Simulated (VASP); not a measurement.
Pt, 1 atom in the cell. Symmetry: I4/mmm, No. 139, tetragonal system. Conventional cell: a = 3.168 Å, b = 3.168 Å, c = 3.105 Å, α = 90.00°, β = 90.00°, γ = 90.00°. Within 3.6 Å of Pt (site symmetry 4/mmm) lie 14 Pt at 2.73 to 3.17 Å.  This cell differs from its parent crystal: strain -0.0200 x Voigt [1, 0, 0, 0, 0, 0].

```yaml
Program: VASP 6.6.1
Task: single point
Functional: PBEsol
Potentials_or_basis: VASP PAW PBE potentials, release 64 (Pt)
Cutoff: 520 eV
k_mesh: 22 × 22 × 22
Occupations: gaussian, width 0.15 eV
Spin: no spin polarisation
Dipole_correction: no
Further_INCAR_settings: ALGO = Fast; EDIFF = 1e-06; NBANDS = 11
```

Potentials or basis: VASP PAW PBE potentials, release 64 (Pt).

The run is started by

```bash
$ cat potpaw_PBE.64/Pt/POTCAR > POTCAR
$ mpirun -np 1 vasp_std > vasp.out
```

Hardware: 1 thread of Intel(R) Xeon(R) Platinum 8559C (Emerald Rapids), with other jobs on the host.

Estimate the wall time of this run.

Run time: 57 s on 1 thread of Intel(R) Xeon(R) Platinum 8559C (Emerald Rapids), on a shared host, peak memory 0.25 GiB. Counts: scf iterations 12, k points 834.
